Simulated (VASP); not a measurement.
Here is a VASP 6.6.1 calculation.

File INCAR:

```
SYSTEM = La2NbO3
PREC = Accurate
ENCUT = 520
EDIFF = 1E-6
ISMEAR = 0
SIGMA = 0.1
LREAL = .False.
LASPH = .True.
NELM = 100
ALGO = Normal
ISIF = 2
LWAVE = .False.
LCHARG = .True.
GGA = PE
LELF = .True.
LVHAR = .True.
NBANDS = 36
```

File KPOINTS:

```
Automatic mesh
0
Gamma
  12 12 4
  0 0 0
```

POSCAR

```
La2NbO3
1.0
    3.2823673098      0.0000000000      0.0000000000
    0.0000000000      3.2823673098      0.0000000000
    0.0000000000      0.0000000000      9.3715655042
La Nb O
2 1 3
Direct
    0.0000000000      0.5000000000      0.6724274349
    0.5000000000      0.0000000000      0.3275725651
    0.0000000000      0.0000000000      0.0000000000
    0.5000000000      0.5000000000      0.0000000000
    0.0000000000      0.5000000000      0.3989493644
    0.5000000000      0.0000000000      0.6010506356
```

Potentials or basis: VASP PAW PBE potentials, release 64 (La, Nb_sv, O).

The run is started by

```sh
$ cat potpaw_PBE.64/La/POTCAR potpaw_PBE.64/Nb_sv/POTCAR potpaw_PBE.64/O/POTCAR > POTCAR
$ mpirun -np 1 vasp_std > vasp.out
```

(1) Estimate the largest force.

(2) Predict the band gap on the k mesh.

## Answers

(1) 0.018 eV/Å.

(2) zero (an odd number of electrons rules out a gap without spin polarisation).

Caveat: spin-orbit coupling is left out, which moves the levels of the heavy elements; an odd number of electrons without spin polarisation forces a metal; a magnetic or distorted state may lie lower.
